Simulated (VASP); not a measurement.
## BaTiO3: single point with PBE

Crystal: BaTiO3.

```
Ba Ti O
1.0
     3.08415    1.78063    2.03060
    -3.08415    1.78063    2.03060
     0.00000   -3.56127    2.03060
Ba Ti O
1 1 3
Direct
  0.00495 0.00495 0.00495
  0.51919 0.51919 0.51919
  0.48839 0.48839 0.97777
  0.48839 0.97777 0.48839
  0.97777 0.48839 0.48839
```

This cell differs from its parent crystal: ratio of the length along z to the lengths across it x 0.8, volume and fractional coordinates fixed.

```yaml
Program: VASP 6.6.1
Task: single point
Functional: PBE
Potentials_or_basis: VASP PAW PBE potentials, release 64 (Ba_sv, Ti_sv, O)
Cutoff: 520 eV
k_mesh: 6 × 6 × 6
Occupations: gaussian, width 0.05 eV
Spin: no spin polarisation
```

```yaml
Pressure: 2.3 GPa
Largest_force: 0.715 eV/Å
Band_gap_on_the_k_mesh: 1.56 eV, indirect (least direct gap 1.99 eV)
```

Forces in eV/Å, atoms in the order of the input:
```
Ba   0.000  0.000  0.081
Ti   0.000  0.000 -0.263
O    0.000  0.713  0.061
O    0.617 -0.356  0.061
O   -0.617 -0.356  0.061
```

Stress tensor (GPa, compression positive):
```
-13.64   0.00   0.00
  0.00 -13.64   0.00
  0.00   0.00  34.32
```

Levels at points of the mesh, in eV from the valence-band top:
| k point | band 18 | band 19 | band 20 | band 21 | band 22 | band 23 |
| --- | --- | --- | --- | --- | --- | --- |
| (0.00, 0.00, 0.00) | -0.74 | -0.74 | -0.43 | 1.56 | 1.86 | 1.86 |
| (0.50, 0.00, 0.00) | -1.58 | -1.46 | -0.77 | 2.17 | 2.89 | 3.03 |
| (0.50, 0.50, 0.00) | -1.29 | -1.01 | -0.18 | 2.37 | 3.17 | 3.44 |
| (0.50, 0.50, 0.50) | -0.17 | -0.17 | 0.00 | 2.97 | 3.70 | 3.70 |

Wall time 55 s on 1 thread of Intel Xeon 6975P-C, on a shared host, peak memory 0.21 GiB.

Caveat: spin-orbit coupling is left out, which moves the levels of the heavy elements. A k mesh can miss the band edges.
